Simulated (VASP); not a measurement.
Input of a VASP 6.6.1 run:

Contents of INCAR:

```
  PREC = Accurate
  ENCUT = 520
  EDIFF = 1E-6
  ISMEAR = 0
  SIGMA = 0.1
  LREAL = False
  LASPH = True
  NELM = 100
  ALGO = Fast
  ISIF = 2
  LWAVE = False
  LCHARG = False
  GGA = PE
  NBANDS = 10
```

The input KPOINTS:

```
regular mesh
0
Gamma
  24 24 24
```

The input POSCAR:

```
Re
1.0
    0.0000000000      1.9576356758      1.9576356758
    1.9576356758      0.0000000000      1.9576356758
    1.9576356758      1.9576356758      0.0000000000
Re
1
Direct
    0.5000000000      0.5000000000      0.5000000000
```

Potentials or basis: VASP PAW PBE potentials, release 64 (Re).

The run is started by

```console
$ cat potpaw_PBE.64/Re/POTCAR > POTCAR
$ mpirun -np 1 vasp_std > vasp.out
```

(1) What does it give for the pressure?

## Answers

(1) -0.6 GPa.
